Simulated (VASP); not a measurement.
# MoS2 (R3m) in VASP: single point with PBE

Aim: the single point of MoS2 with PBE.

Everything below comes from runs of VASP 6.6.1. Logs are shortened: lines on timing, memory, paths and dates and some standing lists are left out, and cuts for length are marked.

### Step 1. The cell of the first run

It takes space group R3m (No. 160, trigonal). Conventional cell: a = 3.185 Å, b = 3.185 Å, c = 21.478 Å, α = 90.00°, β = 90.00°, γ = 120.00°. Mo (site symmetry 3m) has 6 S at 2.41 Å and 6 Mo at 3.19 Å within 3.2 Å. Within 3.2 Å of S (site symmetry 3m) lie 3 Mo at 2.41 Å and 7 S at 3.13 to 3.19 Å. Within 3.2 Å of S (site symmetry 3m) lie 3 Mo at 2.41 Å and 7 S at 3.13 to 3.19 Å.

### Step 2. Single point, PBE

The input, INCAR:

```
  PREC = Accurate
  ENCUT = 520
  EDIFF = 1E-6
  ISMEAR = 0
  SIGMA = 0.02
  LREAL = F
  LASPH = T
  NELM = 80
  ALGO = Normal
  ISIF = 2
  LWAVE = F
  LCHARG = T
  GGA = PE
  LELF = T
  LVHAR = T
  NBANDS = 20
```

The input, KPOINTS:

```
Automatic mesh
0
Gamma
  12 12 12
```

The input, POSCAR:

```
MoS2
1.0
    1.5927293633      0.9195627266      7.1592191298
   -1.5927293633      0.9195627266      7.1592191298
    0.0000000000     -1.8391254533      7.1592191298
Mo S
1 2
Direct
    0.9997761676      0.9997761676      0.9997761676
    0.4058819080      0.4058819080      0.4058819080
    0.2603429444      0.2603429444      0.2603429444
```

Potentials or basis: VASP PAW PBE potentials, release 64 (Mo_sv, S).

Started as:

```sh
> cat potpaw_PBE.64/Mo_sv/POTCAR potpaw_PBE.64/S/POTCAR > POTCAR
> mpirun -np 1 vasp_std > vasp.out
```

OUTCAR:

```text
PREC = Accurate
   ENCUT = 520
   EDIFF = 1E-6
   ISMEAR = 0
   LREAL = F
   LASPH = T
   NELM = 80
   ISIF = 2
   GGA = PE

 ion  position               nearest neighbor table
   1  1.000  1.000  1.000-   3 2.41   3 2.41   3 2.41   2 2.41   2 2.41   2 2.41
   2  0.406  0.406  0.406-   1 2.41   1 2.41   1 2.41
   3  0.260  0.260  0.260-   1 2.41   1 2.41   1 2.41

  LATTYP: Found a trigonal (rhomboedric) cell.
 ALAT       =     7.3916710547
 COS(alpha) =     0.9071399943

  Lattice vectors:

 A1 = (   1.5927293633,   0.9195627266,   7.1592191298)
 A2 = (  -1.5927293633,   0.9195627266,   7.1592191298)
 A3 = (   0.0000000000,  -1.8391254533,   7.1592191298)

Analysis of symmetry for initial positions (statically):
=====================================================================
 Subroutine PRICEL returns:
 Original cell was already a primitive cell.

 Routine SETGRP: Setting up the symmetry group for a
 trigonal (rhombohedral) supercell.

 Subroutine GETGRP returns: Found  6 space group operations
 (whereof  6 operations were pure point group operations)
 out of a pool of 12 trial point group operations.

The static configuration has the point symmetry C_3v.

Analysis of symmetry for dynamics (positions and initial velocities):
=====================================================================
 Subroutine PRICEL returns:
 Original cell was already a primitive cell.

 Routine SETGRP: Setting up the symmetry group for a
 trigonal (rhombohedral) supercell.

 Subroutine GETGRP returns: Found  6 space group operations
 (whereof  6 operations were pure point group operations)
 out of a pool of 12 trial point group operations.

The dynamic configuration has the point symmetry C_3v.

 Subroutine INISYM returns: Found  6 space group operations
 (whereof  6 operations are pure point group operations),
 and found     1 'primitive' translations

----------------------------------------------------------------------------------------

                                     Primitive cell

  volume of cell :      62.9130

  direct lattice vectors                    reciprocal lattice vectors
     1.592729363  0.919562727  7.159219130     0.313926529  0.181245566  0.046560013
    -1.592729363  0.919562727  7.159219130    -0.313926529  0.181245566  0.046560013
     0.000000000 -1.839125453  7.159219130     0.000000000 -0.362491132  0.046560013

  length of vectors
     7.391671055  7.391671055  7.391671055     0.365469089  0.365469089  0.365469089

  position of ions in fractional coordinates (direct lattice)
     0.999776168  0.999776168  0.999776168
     0.405881908  0.405881908  0.405881908
     0.260342944  0.260342944  0.260342944

  ion indices of the primitive-cell ions
   primitive index   ion index
                 1           1
                 2           2
                 3           3

----------------------------------------------------------------------------------------

 KPOINTS: Automatic mesh

Automatic generation of k-mesh.
 Grid dimensions read from file:
 generate k-points for:   12   12   12

 Generating k-lattice:

  Cartesian coordinates                     Fractional coordinates (reciprocal lattice)
     0.026160544  0.015103797  0.003880001     0.083333333  0.000000000 -0.000000000
    -0.026160544  0.015103797  0.003880001     0.000000000  0.083333333 -0.000000000
     0.000000000 -0.030207594  0.003880001    -0.000000000 -0.000000000  0.083333333

  Length of vectors
     0.030455757  0.030455757  0.030455757

  Shift w.r.t. Gamma in fractional coordinates (k-lattice)
     0.000000000  0.000000000  0.000000000

 Subroutine IBZKPT returns following result:
 ===========================================

 Found    189 irreducible k-points:

 Following reciprocal coordinates:
            Coordinates               Weight
  0.000000  0.000000  0.000000      1.000000
  0.083333  0.000000  0.000000      6.000000
  0.166667 -0.000000 -0.000000      6.000000
  0.250000 -0.000000 -0.000000      6.000000
  0.333333  0.000000  0.000000      6.000000
  0.416667  0.000000 -0.000000      6.000000
[... 16 lines left out ...]
  0.500000  0.166667  0.000000     12.000000
 -0.416667  0.166667  0.000000     12.000000
 [... further k-points ...]
   k-points           NKPTS =    189   k-points in BZ     NKDIM =    189   number of bands    NBANDS=     20
   number of dos      NEDOS =    301   number of ions     NIONS =      3
   total plane-waves  NPLWV = 175616
   dimension x,y,z NGX =    56 NGY =   56 NGZ =   56
   dimension x,y,z NGXF=   112 NGYF=  112 NGZF=  112
   ions per type =               1   2
   NGX,Y,Z   is equivalent  to a cutoff of  12.59, 12.59, 12.59 a.u.
   NGXF,Y,Z  is equivalent  to a cutoff of  25.19, 25.19, 25.19 a.u.
 SYSTEM =  unknown system
   PREC   = accura    normal or accurate (medium, high low for compatibility)
   ISTART =      0    job   : 0-new  1-cont  2-samecut
   ICHARG =      2    charge: 1-file 2-atom 10-const
   ISPIN  =      1    spin polarized calculation?
   LNONCOLLINEAR =      F non collinear calculations
   LSORBIT =      F    spin-orbit coupling
   LASPH  =      T    aspherical Exc in radial PAW
   ENCUT  =  520.0 eV  38.22 Ry    6.18 a.u.  13.74 13.74 13.74*2*pi/ulx,y,z
   NELM   =     80;   NELMIN=  2; NELMDL= -5     # of ELM steps
   EDIFF  = 0.1E-05   stopping-criterion for ELM
   LREAL  =      F    real-space projection
   EDIFFG = 0.1E-04   stopping-criterion for IOM
   NSW    =      0    number of steps for IOM
   IBRION =     -1    ionic relax: 0-MD 1-quasi-New 2-CG
   NFREE  =      0    steps in history (QN), initial steepest desc. (CG)
   ISIF   =      2    stress and relaxation
   ISYM   =      2    0-nonsym 1-usesym 2-fastsym
   POTIM  = 0.5000    time-step for ionic-motion
   TEBEG  =    0.0;   TEEND  =   0.0 temperature during run
   PSTRESS=    0.0 pullay stress
   NELECT =      26.0000    total number of electrons
   NUPDOWN=      -1.0000    fix difference up-down
   EMIN   =  10.00;   EMAX   =-10.00  energy-range for DOS
   EFERMI =   0.00;   METHOD = LEGACY
   ISMEAR =     0;   SIGMA  =   0.02  broadening in eV -4-tet -1-fermi 0-gaus
   EFERMI_NEDOS =   21; number of points for ismear=-14 and -15
   IALGO  =     38    algorithm
   IMIX   =      4    mixing-type and parameters
     AMIX     =   0.40;   BMIX     =  1.00
     AMIX_MAG =   1.60;   BMIX_MAG =  1.00
  volume/ion in A,a.u.               =      20.97       141.52
  Fermi-wavevector in a.u.,A,eV,Ry     =   1.219418  2.304366 20.231588  1.486980
  Thomas-Fermi vector in A             =   2.354671
   LORBIT       =      0    0 simple, 1 ext, 2 COOP (PROOUT), +10 PAW based schemes
   GGA     = PE    functional components
   LHFCALC =     F    Hartree Fock is set to
   AEXX    =    0.0000 exact exchange contribution
   IVDW    =     0    specifies the selected vdW correction
   LEPSILON=     F    determine dielectric tensor
   LRPA    =     F    only Hartree local field effects (RPA)
 non-spin polarized calculation
 Gauss-broadening in eV      SIGMA  =   0.02
  energy-cutoff  :      520.00
  volume of cell :       62.91
 maximum number of plane-waves:      1710
   NGX = 27   NGY = 27   NGZ = 27

 number of electron      26.0000001 magnetization

 Free energy of the ion-electron system (eV)
  ---------------------------------------------------
  ext. energy  EPLUGINS =         0.00000000
  ---------------------------------------------------
  free energy    TOTEN  =       -21.85691948 eV

  energy without entropy =      -21.85691948  energy(sigma->0) =      -21.85691948

 E-fermi :   5.4095     XC(G=0):  -9.6799

 val. band max:        5.2022146967   @ k =   0.5000   0.5000   0.5000
 cond. band min:       6.6027894768   @ k =  -0.1667   0.5000   0.1667
 fundamental gap:      1.4005747800
 Fermi energy:         5.4094818928

 k-point     1 :       0.0000    0.0000    0.0000
  band No.  band energies     occupation
      1     -55.9302      2.00000
      2     -30.0676      2.00000
      3     -29.8660      2.00000
      4     -29.8660      2.00000
      5      -9.1395      2.00000
      6      -7.7964      2.00000
[... 12 lines left out ...]
     19      12.1962      0.00000
     20      13.9499      0.00000

 k-point     2 :       0.0833    0.0000    0.0000
  band No.  band energies     occupation
      1     -55.9277      2.00000
      2     -30.0626      2.00000
      3     -29.8912      2.00000
      4     -29.8717      2.00000
      5      -9.0372      2.00000
      6      -7.7558      2.00000
[... 12 lines left out ...]
     19      12.4137      0.00000
     20      14.4113      0.00000

 k-point     3 :       0.1667   -0.0000   -0.0000
  band No.  band energies     occupation
      1     -55.9210      2.00000
      2     -30.0492      2.00000
      3     -29.9596      2.00000
      4     -29.8874      2.00000
      5      -8.7463      2.00000
      6      -7.6405      2.00000
[... 12 lines left out ...]
     19      13.1904      0.00000
     20      14.9231      0.00000

 k-point     4 :       0.2500   -0.0000   -0.0000
  band No.  band energies     occupation
      1     -55.9118      2.00000
      2     -30.0518      2.00000
      3     -30.0308      2.00000
      4     -29.9087      2.00000
      5      -8.3157      2.00000
      6      -7.4709      2.00000
[... 12 lines left out ...]
     19      13.8462      0.00000
     20      14.1065      0.00000

 k-point     5 :       0.3333    0.0000    0.0000
  band No.  band energies     occupation
      1     -55.9025      2.00000
      2     -30.1428      2.00000
      3     -30.0124      2.00000
      4     -29.9299      2.00000
      5      -7.8325      2.00000
      6      -7.2844      2.00000
[... 12 lines left out ...]
     19      12.7764      0.00000
     20      13.3916      0.00000
[... 353 lines left out ...]
      6      -7.3833      2.00000
[... 12 lines left out ...]
     19      13.9217      0.00000
     20      14.5438      0.00000

 k-point    22 :       0.4167    0.1667   -0.0000
  band No.  band energies     occupation
      1     -55.8991      2.00000
      2     -30.1426      2.00000
      3     -30.0056      2.00000
      4     -29.9719      2.00000
      5      -7.6430      2.00000
      6      -7.2076      2.00000
[... 12 lines left out ...]
     19      13.2199      0.00000
     20      14.3127      0.00000

 k-point    23 :       0.5000    0.1667    0.0000
  band No.  band energies     occupation
      1     -55.8933      2.00000
      2     -30.1867      2.00000
      3     -29.9986      2.00000
      4     -29.9939      2.00000
      5      -7.2873      2.00000
      6      -7.0636      2.00000
[... 12 lines left out ...]
     19      13.4546      0.00000
     20      14.2354      0.00000

 k-point    24 :      -0.4167    0.1667    0.0000
  band No.  band energies     occupation
      1     -55.8911      2.00000
      2     -30.2026      2.00000
      3     -30.0085      2.00000
      4     -29.9896      2.00000
      5      -7.1488      2.00000
      6      -7.0055      2.00000
[... 12 lines left out ...]
     19      13.8488      0.00000
     20      14.2538      0.00000

 [... further k-points ...]
[... 5 lines left out ...]
  --------------------------------------------------------------------------------------
  -------------------------------------------------------------------------------------
  Total       -0.0485451     -0.0485451     -0.0601644      0.0000000      0.0000000      0.0000000
  in kB       -1.2362768     -1.2362768     -1.5321797      0.0000000      0.0000000      0.0000000
  external PRESSURE =      -1.3349111 kB  Pullay stress =       0.0000000 kB

 VOLUME and BASIS-vectors are now :
 -----------------------------------------------------------------------------
  energy-cutoff  :      520.00
  volume of cell :       62.91
      direct lattice vectors                 reciprocal lattice vectors
     1.592729363  0.919562727  7.159219130     0.313926529  0.181245566  0.046560013
    -1.592729363  0.919562727  7.159219130    -0.313926529  0.181245566  0.046560013
     0.000000000 -1.839125453  7.159219130     0.000000000 -0.362491132  0.046560013

 POSITION                                       TOTAL-FORCE (eV/Angst)
 -----------------------------------------------------------------------------------
      0.00000     -0.00000     21.47285         0.000000     -0.000000      0.001108
      0.00000     -0.00000      8.71739         0.000000      0.000000     -0.023809
      0.00000     -0.00000      5.59156         0.000000     -0.000000      0.022700
 -----------------------------------------------------------------------------------
    total drift:                               -0.000000     -0.000000     -0.000009

  FREE ENERGIE OF THE ION-ELECTRON SYSTEM (eV)
  ---------------------------------------------------
  free  energy   TOTEN  =       -21.8569194841 eV

  energy  without entropy=      -21.8569194841  energy(sigma->0) =      -21.85691948
```

Run time: 22 min. Hardware: 1 thread of Intel Xeon 8259CL, shared host; peak memory 0.55 GiB.

Results:

* Free energy: -21.8569 eV
* Pressure: -0.1 GPa
* Largest force: 0.024 eV/Å
* Band gap on the k mesh: 1.40 eV (least direct gap 1.68 eV)

Forces in eV/Å, atoms in the order of the input:
```
Mo   0.000  0.000  0.001
S    0.000  0.000 -0.024
S    0.000  0.000  0.023
```

Levels at points of the mesh, in eV from the valence-band top:
```csv
k point,band 10,band 11,band 12,band 13,band 14,band 15,band 16,band 17
"(0.00, 0.00, 0.00)",-1.76,-1.76,-1.63,-0.49,2.49,2.49,2.74,2.74
"(0.50, 0.00, 0.00)",-3.42,-2.07,-1.23,-0.92,1.98,2.46,3.70,4.00
"(0.50, 0.50, 0.00)",-3.41,-2.21,-1.25,-0.86,1.97,2.50,3.52,4.07
"(0.50, 0.50, 0.50)",-2.40,-1.76,-1.76,0.00,2.50,2.50,2.73,2.73
```
